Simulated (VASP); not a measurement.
The system is AlNi.

```
CELL_PARAMETERS angstrom
2.82595 0.00000 0.00000
0.00000 2.82595 0.00000
0.00000 0.00000 3.03666
ATOMIC_POSITIONS crystal
Al 0.00000 0.00000 0.00000
Ni 0.50000 0.50000 0.50000
```

| Item | Value |
| --- | --- |
| Program | VASP 6.6.1 |
| Task | relaxation of cell and atoms |
| Functional | PBE |
| Potentials or basis | VASP PAW PBE potentials, release 64 (Al, Ni) |
| Cutoff | 600 eV |
| k mesh | 20 × 20 × 18 |
| Occupations | gaussian, width 0.1 eV |
| Spin | no spin polarisation |

At the start: pressure -0.0 GPa; volume 12.13 Å³/atom.

Q: Where does the relaxation end?

A: Over 9 steps the energy falls by 7.9 meV/atom and the volume is 12.11 Å³/atom (-0.1 %); space group Pm-3m (No. 221, to 0.05 Å).

The path:
```csv
step,energy change (eV),largest force (eV/Å),pressure (GPa),volume (Å³)
1,0.0000,0.0000,-0.04,24.25
2,-0.0051,0.0000,-0.03,24.24
3,-0.0149,0.0000,0.20,24.18
4,-0.0157,0.0000,0.50,24.14
5,-0.0157,0.0000,0.24,24.15
6,-0.0157,0.0000,0.22,24.15
7,-0.0158,0.0000,-0.29,24.25
8,-0.0158,0.0000,0.14,24.22
9,-0.0158,0.0000,-0.09,24.23
```

Final structure:
```cif
data_structure
_symmetry_space_group_name_H-M 'P 1'
_symmetry_Int_Tables_number 1
_cell_length_a 2.8964
_cell_length_b 2.8964
_cell_length_c 2.8881
_cell_angle_alpha 90.000
_cell_angle_beta 90.000
_cell_angle_gamma 90.000
_cell_volume 24.23
loop_
_atom_site_label
_atom_site_type_symbol
_atom_site_fract_x
_atom_site_fract_y
_atom_site_fract_z
_atom_site_occupancy
Al1 Al 0.00000 0.00000 0.00000 1
Ni1 Ni 0.50000 0.50000 0.50000 1
```
